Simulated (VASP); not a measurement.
The system is ZrOs3.

```
Zr Os
1.0
     3.99659    0.00000    0.00000
     0.00000    3.99659    0.00000
     0.00000    0.00000    3.99659
Zr Os
1 3
Cartesian
  0.0000 0.0000 0.0000
  1.9983 1.9983 0.0000
  1.9983 0.0000 1.9983
  0.0000 1.9983 1.9983
```

| Item | Value |
| --- | --- |
| Program | VASP 6.6.1 |
| Task | relaxation of cell and atoms |
| Functional | LDA |
| Potentials or basis | VASP PAW LDA potentials, release 64 (Zr_sv, Os) |
| Cutoff | 600 eV |
| k mesh | 6 × 6 × 6 |
| Occupations | gaussian, width 0.1 eV |
| Spin | no spin polarisation |

At the start: pressure -15.1 GPa; volume 15.96 Å³/atom.

Question: How do energy, volume and symmetry change on relaxing?

Answer: Over 5 steps the energy falls by 41.4 meV/atom and the volume is 15.12 Å³/atom (-5.2 %); space group Pm-3m (No. 221, to 0.05 Å).

The path:
| step | energy change (eV) | largest force (eV/Å) | pressure (GPa) | volume (Å³) |
| --- | --- | --- | --- | --- |
| 1 | 0.0000 | 0.0000 | -15.15 | 63.84 |
| 2 | 1.9299 | 0.0000 | 81.86 | 50.89 |
| 3 | -0.1647 | 0.0000 | -1.23 | 60.74 |
| 4 | -0.1656 | 0.0000 | -0.28 | 60.55 |
| 5 | -0.1656 | 0.0000 | 0.06 | 60.49 |

Final structure:
```
Zr Os
1.0
     3.92551    0.00000    0.00000
     0.00000    3.92551    0.00000
     0.00000    0.00000    3.92551
Zr Os
1 3
Direct
  0.00000 0.00000 0.00000
  0.50000 0.50000 0.00000
  0.50000 0.00000 0.50000
  0.00000 0.50000 0.50000
```
